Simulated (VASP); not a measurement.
# SiO2: single point with PBE

Crystal: SiO2.

```
Si O
1.0
    -2.64899    4.15215    4.56314
     2.64899   -4.15215    4.56314
     2.64899    4.15215   -4.56314
Si O
4 8
Direct
  0.88687 0.83121 0.05566
  0.72445 0.16879 0.55566
  0.11313 0.16879 0.94434
  0.27555 0.83121 0.44434
  0.07344 0.82344 0.25000
  0.92656 0.17656 0.75000
  0.73510 0.50000 0.73510
  0.26490 0.00000 0.76490
  0.26490 0.50000 0.26490
  0.73510 0.00000 0.23510
  0.00000 0.00000 0.00000
  0.50000 0.00000 0.50000
```

This cell differs from its parent crystal: volume scaled by 0.88, then relaxed in part.

```
Program                : VASP 6.6.1
Task                   : single point
Functional             : PBE
Potentials or basis    : VASP PAW PBE potentials, release 64 (Si, O)
Cutoff                 : 520 eV
k mesh                 : 6 × 6 × 6
Occupations            : gaussian, width 0.02 eV
Spin                   : no spin polarisation
Dipole correction      : no
Further INCAR settings : ALGO = Normal; EDIFF = 1e-06; NBANDS = 44
```

```
Pressure               : 1.3 GPa
Largest force          : 0.037 eV/Å
Band gap on the k mesh : 5.40 eV, indirect (least direct gap 5.40 eV)
```

Forces in eV/Å, atoms in the order of the input:
```
Si   0.000 -0.032  0.019
Si   0.000 -0.032 -0.019
Si   0.000  0.032 -0.019
Si   0.000  0.032  0.019
O    0.000  0.000 -0.003
O    0.000  0.000  0.003
O    0.000  0.006  0.000
O    0.000 -0.006  0.000
O    0.000 -0.006  0.000
O    0.000  0.006  0.000
O    0.000  0.000  0.000
O    0.000  0.000  0.000
```

Stress tensor (GPa, compression positive):
```
1.40 0.00 0.00
0.00 1.22 0.00
0.00 0.00 1.30
```

Levels at points of the mesh, in eV from the valence-band top:
| k point | band 29 | band 30 | band 31 | band 32 | band 33 | band 34 | band 35 | band 36 |
| --- | --- | --- | --- | --- | --- | --- | --- | --- |
| (0.00, 0.00, 0.00) | -0.76 | -0.58 | -0.57 | -0.01 | 5.40 | 8.22 | 8.78 | 8.96 |
| (0.50, 0.00, 0.00) | -0.70 | -0.53 | -0.38 | -0.32 | 6.61 | 7.02 | 8.62 | 8.84 |
| (0.00, 0.50, 0.00) | -1.00 | -0.80 | -0.73 | -0.27 | 7.55 | 7.78 | 8.65 | 8.71 |
| (0.50, 0.50, 0.00) | -0.84 | -0.84 | -0.58 | -0.58 | 7.77 | 7.77 | 8.69 | 8.69 |
| (0.50, 0.50, 0.50) | -0.71 | -0.53 | -0.38 | 0.00 | 7.50 | 7.52 | 7.82 | 8.38 |

Wall time 9.5 min on 1 thread of Oxide Virtual Turin-like Processor, with other jobs on the host, peak memory 0.47 GiB.

 A k mesh can miss the band edges.
